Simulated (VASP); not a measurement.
# Rh in VASP: further runs

The runs below take Rh through single point, with r2SCAN.

Everything below comes from runs of VASP 6.6.1. Logs are shortened: lines on timing, memory, paths and dates and some standing lists are left out, and cuts for length are marked.

**1. The cell of the first run**

The typed cell holds 3 atoms: a = 3.584 Å, b = 3.584 Å, c = 4.280 Å, α = 90.00°, β = 90.00°, γ = 120.00°.

**2. Single point, r2SCAN**

File POSCAR:

```
Rh
1.0
    3.5840748117      0.0000000000      0.0000000000
   -1.7920374059      3.1038998360      0.0000000000
    0.0000000000      0.0000000000      4.2802711981
Rh
3
Direct
    0.3325338543      0.0000000000      0.3333333333
    0.0000000000      0.3325338543      0.6666666667
    0.6674661457      0.6674661457      0.0000000000
```

File INCAR.step1:

```
SYSTEM = Rh
  PREC = Accurate
  ENCUT = 680
  ISMEAR = 0
  SIGMA = 0.1
  LREAL = .FALSE.
  LASPH = .TRUE.
  NELM = 120
  NBANDS = 32
  GGA = PE
  ALGO = Normal
  EDIFF = 1E-5
  LWAVE = .TRUE.
  LCHARG = .FALSE.
  GGA_COMPAT = .FALSE.
```

File INCAR.step2:

```
SYSTEM = Rh
  PREC = Accurate
  ENCUT = 680
  EDIFF = 1E-6
  ISMEAR = 0
  SIGMA = 0.1
  LREAL = .FALSE.
  LASPH = .TRUE.
  NELM = 120
  ALGO = Normal
  ISIF = 2
  LWAVE = .FALSE.
  LCHARG = .FALSE.
  METAGGA = R2SCAN
  LMIXTAU = .TRUE.
  NBANDS = 32
  ISTART = 1
  GGA_COMPAT = .FALSE.
```

File KPOINTS:

```
Automatic mesh
0
G
  6 6 4
  0 0 0
```

Potentials or basis: VASP PAW PBE potentials, release 64 (Rh_sv_GW).

On the command line:

```bash
cat potpaw_PBE.64/Rh_sv_GW/POTCAR > POTCAR
cp INCAR.step1 INCAR
mpirun -np 1 vasp_std > vasp.out
cp INCAR.step2 INCAR
mpirun -np 1 vasp_std > vasp.out
```

OUTCAR:

```text
SYSTEM = Rh
   PREC = Accurate
   ENCUT = 680
   EDIFF = 1E-6
   ISMEAR = 0
   LREAL = .FALSE.
   LASPH = .TRUE.
   NELM = 120
   ISIF = 2
   METAGGA = R2SCAN
   ISTART = 1

 ion  position               nearest neighbor table
   1  0.333  0.000  0.333-   3 2.51   2 2.51   3 2.52   3 2.52   2 2.52   2 2.52
   2  0.000  0.333  0.667-   3 2.51   1 2.51   3 2.52   3 2.52   1 2.52   1 2.52
   3  0.667  0.667  0.000-   1 2.51   2 2.51   2 2.52   1 2.52   1 2.52   2 2.52

  LATTYP: Found a hexagonal cell.
 ALAT       =     3.5840748117
 C/A-ratio  =     1.1942471692

  Lattice vectors:

 A1 = (   3.5840748117,   0.0000000000,   0.0000000000)
 A2 = (  -1.7920374059,   3.1038998360,   0.0000000000)
 A3 = (   0.0000000000,   0.0000000000,   4.2802711981)

Analysis of symmetry for initial positions (statically):
=====================================================================
 Subroutine PRICEL returns:
 Original cell was already a primitive cell.

 Routine SETGRP: Setting up the symmetry group for a
 hexagonal supercell.

 Subroutine GETGRP returns: Found  6 space group operations
 (whereof  2 operations were pure point group operations)
 out of a pool of 24 trial point group operations.

The static configuration has the point symmetry C_2 .
 The point group associated with its full space group is D_3 .

Analysis of symmetry for dynamics (positions and initial velocities):
=====================================================================
 Subroutine PRICEL returns:
 Original cell was already a primitive cell.

 Routine SETGRP: Setting up the symmetry group for a
 hexagonal supercell.

 Subroutine GETGRP returns: Found  6 space group operations
 (whereof  2 operations were pure point group operations)
 out of a pool of 24 trial point group operations.

The dynamic configuration has the point symmetry C_2 .
 The point group associated with its full space group is D_3 .

 Subroutine INISYM returns: Found  6 space group operations
 (whereof  2 operations are pure point group operations),
 and found     1 'primitive' translations

----------------------------------------------------------------------------------------

                                     Primitive cell

  volume of cell :      47.6163

  direct lattice vectors                    reciprocal lattice vectors
     3.584074812  0.000000000  0.000000000     0.279012033  0.161087672  0.000000000
    -1.792037406  3.103899836  0.000000000     0.000000000  0.322175345  0.000000000
     0.000000000  0.000000000  4.280271198     0.000000000  0.000000000  0.233630056

  length of vectors
     3.584074812  3.584074812  4.280271198     0.322175345  0.322175345  0.233630056

  position of ions in fractional coordinates (direct lattice)
     0.332533854  0.000000000  0.333333333
     0.000000000  0.332533854  0.666666667
     0.667466146  0.667466146  0.000000000

  ion indices of the primitive-cell ions
   primitive index   ion index
                 1           1
                 2           2
                 3           3

----------------------------------------------------------------------------------------

 KPOINTS: Automatic mesh

Automatic generation of k-mesh.
 Grid dimensions read from file:
 generate k-points for:    6    6    4

 Generating k-lattice:

  Cartesian coordinates                     Fractional coordinates (reciprocal lattice)
     0.046502006  0.026847945  0.000000000     0.166666667  0.000000000  0.000000000
     0.000000000  0.053695891  0.000000000     0.000000000  0.166666667  0.000000000
     0.000000000  0.000000000  0.058407514     0.000000000  0.000000000  0.250000000

  Length of vectors
     0.053695891  0.053695891  0.058407514

  Shift w.r.t. Gamma in fractional coordinates (k-lattice)
     0.000000000  0.000000000  0.000000000

 Subroutine IBZKPT returns following result:
 ===========================================

 Found     24 irreducible k-points:

 Following reciprocal coordinates:
            Coordinates               Weight
  0.000000  0.000000  0.000000      1.000000
  0.166667  0.000000  0.000000      6.000000
  0.333333  0.000000  0.000000      6.000000
  0.500000  0.000000  0.000000      3.000000
  0.166667  0.166667  0.000000      6.000000
  0.333333  0.166667  0.000000     12.000000
[... 16 lines left out ...]
  0.333333  0.166667  0.500000     12.000000
  0.333333  0.333333  0.500000      2.000000
   k-points           NKPTS =     24   k-points in BZ     NKDIM =     24   number of bands    NBANDS=     32
   number of dos      NEDOS =    301   number of ions     NIONS =      3
   total plane-waves  NPLWV =  32400
   dimension x,y,z NGX =    30 NGY =   30 NGZ =   36
   dimension x,y,z NGXF=    60 NGYF=   60 NGZF=   72
   ions per type =               3
   NGX,Y,Z   is equivalent  to a cutoff of  13.92, 13.92, 13.98 a.u.
   NGXF,Y,Z  is equivalent  to a cutoff of  27.83, 27.83, 27.96 a.u.
 SYSTEM =  Rh
   PREC   = accura    normal or accurate (medium, high low for compatibility)
   ISTART =      1    job   : 0-new  1-cont  2-samecut
   ICHARG =      0    charge: 1-file 2-atom 10-const
   ISPIN  =      1    spin polarized calculation?
   LNONCOLLINEAR =      F non collinear calculations
   LSORBIT =      F    spin-orbit coupling
   LASPH  =      T    aspherical Exc in radial PAW
   ENCUT  =  680.0 eV  49.98 Ry    7.07 a.u.   7.62  7.62  9.10*2*pi/ulx,y,z
   NELM   =    120;   NELMIN=  2; NELMDL=  0     # of ELM steps
   EDIFF  = 0.1E-05   stopping-criterion for ELM
   LREAL  =      F    real-space projection
   EDIFFG = 0.1E-04   stopping-criterion for IOM
   NSW    =      0    number of steps for IOM
   IBRION =     -1    ionic relax: 0-MD 1-quasi-New 2-CG
   NFREE  =      0    steps in history (QN), initial steepest desc. (CG)
   ISIF   =      2    stress and relaxation
   ISYM   =      2    0-nonsym 1-usesym 2-fastsym
   POTIM  = 0.5000    time-step for ionic-motion
   TEBEG  =    0.0;   TEEND  =   0.0 temperature during run
   PSTRESS=    0.0 pullay stress
   NELECT =      51.0000    total number of electrons
   NUPDOWN=      -1.0000    fix difference up-down
   EMIN   =  10.00;   EMAX   =-10.00  energy-range for DOS
   EFERMI =   0.00;   METHOD = LEGACY
   ISMEAR =     0;   SIGMA  =   0.10  broadening in eV -4-tet -1-fermi 0-gaus
   EFERMI_NEDOS =   21; number of points for ismear=-14 and -15
   IALGO  =     38    algorithm
   IMIX   =      4    mixing-type and parameters
     AMIX     =   0.40;   BMIX     =  1.00
     AMIX_MAG =   1.60;   BMIX_MAG =  1.00
  volume/ion in A,a.u.               =      15.87       107.11
  Fermi-wavevector in a.u.,A,eV,Ry     =   1.674993  3.165277 38.172505  2.805600
  Thomas-Fermi vector in A             =   2.759690
   LORBIT       =      0    0 simple, 1 ext, 2 COOP (PROOUT), +10 PAW based schemes
   METAGGA = R2SCAN    functional components
   LHFCALC =     F    Hartree Fock is set to
   AEXX    =    0.0000 exact exchange contribution
   IVDW    =     0    specifies the selected vdW correction
   LEPSILON=     F    determine dielectric tensor
   LRPA    =     F    only Hartree local field effects (RPA)
 non-spin polarized calculation
 Gauss-broadening in eV      SIGMA  =   0.10
  energy-cutoff  :      680.00
  volume of cell :       47.62
 maximum number of plane-waves:      1962
   NGX = 15   NGY = 15   NGZ = 19

 number of electron      51.0000000 magnetization

 Free energy of the ion-electron system (eV)
  ---------------------------------------------------
  ext. energy  EPLUGINS =         0.00000000
  ---------------------------------------------------
  free energy    TOTEN  =       -67.47471483 eV

  energy without entropy =      -67.44588970  energy(sigma->0) =      -67.46030227

 E-fermi :   8.5083     XC(G=0): -13.9135

 val. band max:        8.5004875948   @ k =   0.0000   0.1667   0.2500
 cond. band min:       8.5093508347   @ k =   0.3333   0.0000   0.5000
 fundamental gap:      0.0088632399
 Fermi energy:         8.5083393805

 k-point     1 :       0.0000    0.0000    0.0000
  band No.  band energies     occupation
      1     -72.1949      2.00000
      2     -71.9847      2.00000
      3     -71.9847      2.00000
      4     -39.3372      2.00000
      5     -39.3329      2.00000
      6     -39.3329      2.00000
[... 24 lines left out ...]
     31      22.3605      0.00000
     32      22.3605      0.00000

 k-point     2 :       0.1667    0.0000    0.0000
  band No.  band energies     occupation
      1     -72.1782      2.00000
      2     -71.9944      2.00000
      3     -71.9910      2.00000
      4     -39.5224      2.00000
      5     -39.4539      2.00000
      6     -39.4369      2.00000
[... 24 lines left out ...]
     31      17.9643      0.00000
     32      19.1767      0.00000

 k-point     3 :       0.3333    0.0000    0.0000
  band No.  band energies     occupation
      1     -72.1340      2.00000
      2     -72.0264      2.00000
      3     -72.0018      2.00000
      4     -39.5548      2.00000
      5     -39.5410      2.00000
      6     -39.5166      2.00000
[... 24 lines left out ...]
     31      16.0191      0.00000
     32      17.2553      0.00000

 k-point     4 :       0.5000    0.0000    0.0000
  band No.  band energies     occupation
      1     -72.0783      2.00000
      2     -72.0765      2.00000
      3     -72.0068      2.00000
      4     -39.5727      2.00000
      5     -39.5454      2.00000
      6     -39.4197      2.00000
[... 24 lines left out ...]
     31      14.8902      0.00000
     32      19.5062      0.00000

 k-point     5 :       0.1667    0.1667    0.0000
  band No.  band energies     occupation
      1     -72.1478      2.00000
      2     -72.0076      2.00000
      3     -72.0072      2.00000
      4     -39.5614      2.00000
      5     -39.5607      2.00000
      6     -39.3523      2.00000
[... 584 lines left out ...]
     31      15.2840      0.00000
     32      19.9311      0.00000

 k-point    22 :       0.1667    0.1667    0.5000
  band No.  band energies     occupation
      1     -72.1005      2.00000
      2     -72.1001      2.00000
      3     -71.9619      2.00000
      4     -39.5141      2.00000
      5     -39.4405      2.00000
      6     -39.4404      2.00000
[... 24 lines left out ...]
     31      17.6760      0.00000
     32      18.3273      0.00000

 k-point    23 :       0.3333    0.1667    0.5000
  band No.  band energies     occupation
      1     -72.0890      2.00000
      2     -72.0619      2.00000
      3     -72.0106      2.00000
      4     -39.6216      2.00000
      5     -39.5389      2.00000
      6     -39.5174      2.00000
[... 24 lines left out ...]
     31      15.7305      0.00000
     32      17.4783      0.00000

 k-point    24 :       0.3333    0.3333    0.5000
  band No.  band energies     occupation
      1     -72.0544      2.00000
      2     -72.0544      2.00000
      3     -72.0523      2.00000
      4     -39.6106      2.00000
      5     -39.6106      2.00000
      6     -39.6095      2.00000
[... 24 lines left out ...]
     31      15.5368      0.00000
     32      15.5381      0.00000

------------------------ aborting loop because EDIFF is reached ----------------------------------------

  FORCE on cell =-STRESS in cart. coord.  units (eV):
  Direction    XX          YY          ZZ          XY          YZ          ZX
  --------------------------------------------------------------------------------------
  -------------------------------------------------------------------------------------
  Total       -0.0166419     -0.0166419     -0.0242167      0.0000000     -0.0000000      0.0000000
  in kB       -0.5599620     -0.5599620     -0.8148344      0.0000000     -0.0000000      0.0000000
  external PRESSURE =      -0.6449195 kB  Pullay stress =       0.0000000 kB

 VOLUME and BASIS-vectors are now :
 -----------------------------------------------------------------------------
  energy-cutoff  :      680.00
  volume of cell :       47.62
      direct lattice vectors                 reciprocal lattice vectors
     3.584074812  0.000000000  0.000000000     0.279012033  0.161087672  0.000000000
    -1.792037406  3.103899836  0.000000000     0.000000000  0.322175345  0.000000000
     0.000000000  0.000000000  4.280271198     0.000000000  0.000000000  0.233630056

 POSITION                                       TOTAL-FORCE (eV/Angst)
 -----------------------------------------------------------------------------------
      1.19183      0.00000      1.42676         0.028301      0.000000      0.000000
     -0.59591      1.03215      2.85351        -0.014150      0.024509     -0.000000
      1.19612      2.07175      0.00000        -0.014150     -0.024509     -0.000000
 -----------------------------------------------------------------------------------
    total drift:                                0.000000     -0.000000     -0.000000

  FREE ENERGIE OF THE ION-ELECTRON SYSTEM (eV)
  ---------------------------------------------------
  free  energy   TOTEN  =       -67.4747148337 eV

  energy  without entropy=      -67.4458896984  energy(sigma->0) =      -67.46030227
```

Run time: 3.4 min. Hardware: 1 thread of Intel Xeon Platinum 8259CL at 2.50GHz (Skylake/Cascade Lake), shared host; peak memory 0.22 GiB.

Results:

| Quantity | Value |
| --- | --- |
| Free energy | -67.4747 eV |
| Pressure | -0.1 GPa |
| Largest force | 0.028 eV/Å |
| Band gap on the k mesh | zero (an odd number of electrons rules out a gap without spin polarisation) |

Forces on the atoms (eV/Å):
```
Rh   0.028  0.000  0.000
Rh  -0.014  0.025  0.000
Rh  -0.014 -0.025  0.000
```

Levels at points of the mesh, in eV from the Fermi level:
| k point | band 22 | band 23 | band 24 | band 25 | band 26 | band 27 | band 28 | band 29 | band 30 | band 31 |
| --- | --- | --- | --- | --- | --- | --- | --- | --- | --- | --- |
| (0.00, 0.00, 0.00) | -0.18 | -0.17 | -0.17 | -0.15 | 0.84 | 0.87 | 0.87 | 5.45 | 5.45 | 13.85 |
| (0.50, 0.00, 0.00) | -1.76 | -0.99 | -0.92 | -0.24 | -0.23 | 0.88 | 0.89 | 2.56 | 5.96 | 6.38 |
| (0.00, 0.00, 0.50) | -0.36 | -0.35 | -0.35 | -0.34 | -0.07 | -0.07 | 2.71 | 2.71 | 10.89 | 12.74 |
| (0.50, 0.00, 0.50) | -1.85 | -1.40 | -1.36 | -0.36 | -0.36 | 0.27 | 1.08 | 2.81 | 2.83 | 6.78 |

Caveat: the k points lie up to 0.37 Å⁻¹ apart, too coarse for converged energies and pressures of a metal; the PAW data sets were made with another functional, which shifts forces and pressure a little.

**3. Single point, r2SCAN**

This run uses another cell than the first one: it holds 1 atom, not 3.

File POSCAR:

```
Rh
1.0
    1.7765910083      1.0257152969      1.4502116816
   -1.7765910083      1.0257152969      1.4502116816
    0.0000000000     -2.0514305937      1.4502116816
Rh
1
Direct
    0.5000000000      0.5000000000      0.5000000000
```

File INCAR.step1:

```
SYSTEM = Rh
PREC = Accurate
ENCUT = 680
ISMEAR = 0
SIGMA = 0.1
LREAL = .FALSE.
LASPH = .TRUE.
NELM = 120
NBANDS = 14
GGA = PE
ALGO = Normal
EDIFF = 1E-5
LWAVE = .TRUE.
LCHARG = .FALSE.
GGA_COMPAT = .FALSE.
```

File INCAR.step2:

```
SYSTEM = Rh
PREC = Accurate
ENCUT = 680
EDIFF = 1E-6
ISMEAR = 0
SIGMA = 0.1
LREAL = .FALSE.
LASPH = .TRUE.
NELM = 120
ALGO = Normal
ISIF = 2
LWAVE = .FALSE.
LCHARG = .FALSE.
METAGGA = R2SCAN
LMIXTAU = .TRUE.
NBANDS = 14
ISTART = 1
GGA_COMPAT = .FALSE.
```

File KPOINTS:

```
regular mesh
0
G
  21 21 21
  0 0 0
```

Potentials or basis: VASP PAW PBE potentials, release 64 (Rh_sv_GW).

On the command line:

```bash
cat potpaw_PBE.64/Rh_sv_GW/POTCAR > POTCAR
cp INCAR.step1 INCAR
mpirun -np 1 vasp_std > vasp.out
cp INCAR.step2 INCAR
mpirun -np 1 vasp_std > vasp.out
```

Wall time 4.2 min (1 thread of Intel Xeon 6975P-C (Granite Rapids), shared host); peak memory 0.47 GiB.

Results (log left out):

* Free energy: -22.4925 eV
* Pressure: 0.1 GPa
* Band gap on the k mesh: zero (an odd number of electrons rules out a gap without spin polarisation)

Levels at points of the mesh, in eV from the Fermi level:
```csv
k point,band 6,band 7,band 8,band 9,band 10,band 11,band 12,band 13
"(0.00, 0.00, 0.00)",-5.46,-5.46,0.79,0.79,0.79,17.71,17.71,17.71
```

Caveat: the PAW data sets were made with another functional, which shifts forces and pressure a little.
